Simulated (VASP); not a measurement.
CrN2, 6 atoms in the cell. The structure is orthorhombic, space group Pnnm (No. 58). The conventional cell has a = 3.902 Å, b = 4.810 Å, c = 2.784 Å, α = 90.00°, β = 90.00°, γ = 90.00°. Cr (site symmetry 2/m) has 12 N at 2.04 to 2.88 Å and 2 Cr at 2.78 Å within 2.9 Å. Within 1.8 Å of N (site symmetry m) lie 1 N at 1.35 Å. 

- Program: VASP 6.6.1
- Task: single point
- Functional: PBEsol
- Potentials or basis: VASP PAW PBE potentials, release 64 (Cr_pv, N)
- Cutoff: 520 eV
- k mesh: 6 × 5 × 8
- Occupations: fermi-dirac, width 0.05 eV
- Spin: collinear spin, ferromagnetic start
- Starting moments: [3.75, 3.75, 0.0, 0.0, 0.0, 0.0] μB
- Fixed moment: 7.5 μB
- Dipole correction: no
- Further INCAR settings: ALGO = Normal; EDIFF = 1e-07; NBANDS = 35

Potentials or basis: VASP PAW PBE potentials, release 64 (Cr_pv, N).

Command:

```console
$ cat potpaw_PBE.64/Cr_pv/POTCAR potpaw_PBE.64/N/POTCAR > POTCAR
$ mpirun -np 1 vasp_std > vasp.out
```

Hardware: 1 thread of Oxide Virtual Turin-like Processor, on a shared host.

Estimate the wall time of this run.

It took 3.5 min on 1 thread of Oxide Virtual Turin-like Processor, on a shared host, peak memory 0.25 GiB. Counts: scf iterations 16, k points 60.
